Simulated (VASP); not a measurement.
## LiCr4InO8: single point with PBE+U

The system is LiCr4InO8.

```
Li In Cr O
1.0
     0.00000    4.20190    4.20190
     4.20190    0.00000    4.20190
     4.20190    4.20190    0.00000
Li In Cr O
1 1 4 8
Direct
  0.00000 0.00000 0.00000
  0.75000 0.75000 0.75000
  0.37205 0.37205 0.37205
  0.88386 0.37205 0.37205
  0.37205 0.37205 0.88386
  0.37205 0.88386 0.37205
  0.13693 0.13693 0.13693
  0.58921 0.13693 0.13693
  0.13693 0.13693 0.58921
  0.13693 0.58921 0.13693
  0.61048 0.61048 0.61048
  0.16855 0.61048 0.61048
  0.61048 0.61048 0.16855
  0.61048 0.16855 0.61048
```

```yaml
Program: VASP 6.6.1
Task: single point
Functional: PBE
Potentials_or_basis: VASP PAW PBE potentials, release 64 (Li_sv, In_d, Cr_pv, O)
Cutoff: 750 eV
k_mesh: 4 × 4 × 4
Occupations: gaussian, width 0.05 eV
Spin: collinear spin, ferromagnetic start
Starting_moments: "[0.0, 0.0, 2.72, 2.72, 2.72, 2.72, 0.0, 0.0, 0.0, 0.0, 0.0, 0.0, 0.0, 0.0] μB"
Hubbard_terms: Cr d U = 3.7 eV
```

| Quantity | Value |
| --- | --- |
| Pressure | 11.1 GPa |
| Largest force | 0.285 eV/Å |
| Band gap on the k mesh | 2.36 eV |
| Net moment | 12.00 μB per cell |
| Site moments | Li +0.00; In +0.04; Cr +2.95; O -0.03, -0.02 (each value once) μB |
| Valence electrons inside the program's atomic spheres | Li 2.08; In 11.52; Cr 10.69; O 5.05, 5.08 (each value once) |

Forces on the atoms (eV/Å):
```
Li   0.000  0.000  0.000
In   0.000  0.000  0.000
Cr  -0.008 -0.008 -0.008
Cr  -0.008  0.008  0.008
Cr   0.008  0.008 -0.008
Cr   0.008 -0.008  0.008
O   -0.165 -0.165 -0.165
O   -0.165  0.165  0.165
O    0.165  0.165 -0.165
O    0.165 -0.165  0.165
O    0.063  0.063  0.063
O    0.063 -0.063 -0.063
O   -0.063 -0.063  0.063
O   -0.063  0.063 -0.063
```

Levels at points of the mesh, in eV from the valence-band top:
Spin up:
```csv
k point,band 60,band 61,band 62,band 63,band 64,band 65
"(0.00, 0.00, 0.00)",-0.51,-0.51,-0.51,2.74,4.07,4.07
"(0.50, 0.00, 0.00)",-0.35,-0.35,-0.30,3.59,3.66,3.66
"(0.50, 0.50, 0.00)",-0.08,0.00,0.00,2.36,3.28,3.46
```
Spin down:
| k point | band 47 | band 48 | band 49 | band 50 | band 51 | band 52 | band 53 | band 54 |
| --- | --- | --- | --- | --- | --- | --- | --- | --- |
| (0.00, 0.00, 0.00) | -1.95 | -1.15 | -1.15 | -1.15 | 2.58 | 3.41 | 3.41 | 4.30 |
| (0.50, 0.00, 0.00) | -1.81 | -1.70 | -1.27 | -1.27 | 3.62 | 3.99 | 3.99 | 4.41 |
| (0.50, 0.50, 0.00) | -1.80 | -1.80 | -1.55 | -1.55 | 3.32 | 4.13 | 4.27 | 4.67 |

Eigenvalues of the final occupation matrices:
```csv
site,spin,trace,eigenvalues
site 3 d,1,3.48,0.31 0.31 0.95 0.95 0.95
site 3 d,2,0.58,0.05 0.05 0.05 0.22 0.22
site 4 d,1,3.48,0.31 0.31 0.95 0.95 0.95
site 4 d,2,0.58,0.05 0.05 0.05 0.22 0.22
site 5 d,1,3.48,0.31 0.31 0.95 0.95 0.95
site 5 d,2,0.58,0.05 0.05 0.05 0.22 0.22
site 6 d,1,3.48,0.31 0.31 0.95 0.95 0.95
site 6 d,2,0.58,0.05 0.05 0.05 0.22 0.22
```

Run time: 9.8 min on 1 thread of Intel(R) Xeon(R) Platinum 8375C CPU @ 2.90GHz (Ice Lake) (shared host), peak memory 0.64 GiB.

Caveat: the cell stands under pressure; spin-orbit coupling is left out, which moves the levels of the heavy elements; only a ferromagnetic start was run, and an antiferromagnetic order may lie lower in energy. A k mesh can miss the band edges.
